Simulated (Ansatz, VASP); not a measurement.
**ZnS: VASP beside Ansatz**

File POSCAR:

```
ZnS
1.0
    0.0000000000      2.6235105000      2.6235105000
    2.6235105000      0.0000000000      2.6235105000
    2.6235105000      2.6235105000      0.0000000000
Zn S
1 1
Direct
    0.0000000000      0.0000000000      0.0000000000
    0.7500000000      0.7500000000      0.7500000000
```

INCAR.step1

```
SYSTEM = ZnS
ALGO = Normal ; EDIFF = 1E-4
ENCUT = 520 ; GGA = PE
ISMEAR = 0 ; LASPH = .TRUE.
LCHARG = .FALSE. ; LREAL = .FALSE.
LWAVE = .TRUE. ; NBANDS = 16
NELM = 100 ; PREC = Accurate
SIGMA = 0.05
```

File INCAR.step2:

```
SYSTEM = ZnS
ALGO = Normal ; EDIFF = 1E-6
ENCUT = 520 ; ISIF = 2
ISMEAR = 0 ; ISTART = 1
LASPH = .TRUE. ; LCHARG = .FALSE.
LMIXTAU = .TRUE. ; LREAL = .FALSE.
LWAVE = .FALSE. ; METAGGA = R2SCAN
NBANDS = 16 ; NELM = 100
PREC = Accurate ; SIGMA = 0.05
```

KPOINTS

```
k-points
0
G
  8 8 8
  0 0 0
```

Input for Ansatz:

```yaml
crystal:
  lattice:
    - [0.0, 2.6235105, 2.6235105]
    - [2.6235105, 0.0, 2.6235105]
    - [2.6235105, 2.6235105, 0.0]
  atoms:
    - { symbol: Zn, position: [0.0, 0.0, 0.0] }
    - { symbol: S, position: [0.75, 0.75, 0.75] }
basis:
  ecutwfc: 500
kpoints:
  mp_grid: { grid: [8, 8, 8] }
hamiltonian:
  xc: r2scan
scf:
  occupations: { method: gaussian, width: 0.05 }
output:
  forces: true
  stress: true
  eigenvalues: true
```

Change from the starting cell: strain -0.030 along x and y, -0.030 along z, atoms carried along.

Alike in both runs: task single point; functional r2SCAN; k mesh 8 × 8 × 8; occupations gaussian, width 0.05 eV; no spin polarisation.

|  | VASP | Ansatz |
| --- | --- | --- |
| version | VASP 6.6.1 | Ansatz 0.2.0 |
| potentials or method | VASP PAW PBE potentials, release 64 (Zn, S), cutoff 520 eV | scalar-relativistic, plane waves, PAW |
| valence electrons in the cell | 18 | 18 |

Ansatz gave:

* gap on the k mesh at the Fermi level (eV): 3.08
* least direct gap on the mesh (eV): 3.08
* pressure (GPa): 7.5

Task: Which values does VASP return?

Result: gap on the k mesh at the Fermi level (eV): 3.10; least direct gap on the mesh (eV): 3.10; pressure (GPa): 7.5.

VASP's potentials were made for PBE, not for r2SCAN.
